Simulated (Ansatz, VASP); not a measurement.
**CsBa3: VASP beside Ansatz**

INCAR

```
PREC = Accurate
ENCUT = 520
EDIFF = 1E-6
ISMEAR = 0
SIGMA = 0.1
LREAL = False
LASPH = True
NELM = 60
ALGO = Fast
ISIF = 2
LWAVE = False
LCHARG = False
GGA = PE
NBANDS = 28
```

KPOINTS

```
Automatic mesh
0
Gamma
  4 4 4
```

Contents of POSCAR:

```
CsBa3
1.0
    6.6043710000      0.0000000000      0.0000000000
    0.0000000000      6.6043710000      0.0000000000
    0.0000000000      0.0000000000      6.6043710000
Cs Ba
1 3
Direct
    0.0000000000      0.0000000000      0.0000000000
    0.0000000000      0.5000000000      0.5000000000
    0.5000000000      0.0000000000      0.5000000000
    0.5000000000      0.5000000000      0.0000000000
```

Input for Ansatz:

```yaml
crystal:
  lattice:
    - [6.604371, 0.0, 0.0]
    - [0.0, 6.604371, 0.0]
    - [0.0, 0.0, 6.604371]
  atoms:
    - { symbol: Cs, position: [0.0, 0.0, 0.0] }
    - { symbol: Ba, position: [0.0, 0.5, 0.5] }
    - { symbol: Ba, position: [0.5, 0.0, 0.5] }
    - { symbol: Ba, position: [0.5, 0.5, 0.0] }
basis:
  ecutwfc: 420
kpoints:
  mp_grid: { grid: [4, 4, 4] }
hamiltonian:
  xc: pbe
scf:
  occupations: { method: gaussian, width: 0.1 }
  lower_state_search: "off"
output:
  forces: true
  stress: true
  eigenvalues: true
```

Alike in both runs: task single point; functional PBE; k mesh 4 × 4 × 4; occupations gaussian, width 0.1 eV; no spin polarisation.

|  | VASP | Ansatz |
| --- | --- | --- |
| version | VASP 6.6.1 | Ansatz 0.2.0 |
| potentials or method | VASP PAW PBE potentials, release 64 (Cs_sv, Ba_sv), cutoff 520 eV | scalar-relativistic, plane waves, PAW |
| valence electrons in the cell | 39 | 39 |

Ansatz gave:

| Quantity | Value |
| --- | --- |
| gap on the k mesh at the Fermi level (eV) | none |
| pressure (GPa) | -0.1 |

Problem. Estimate VASP's values.

Solution. gap on the k mesh at the Fermi level (eV): none; pressure (GPa): 0.0.

A gap of «none» marks a metal or a gap that the smearing closes. With one functional, cell and mesh, what is left measures potentials, basis and numerics.

Spin-orbit coupling is off throughout.
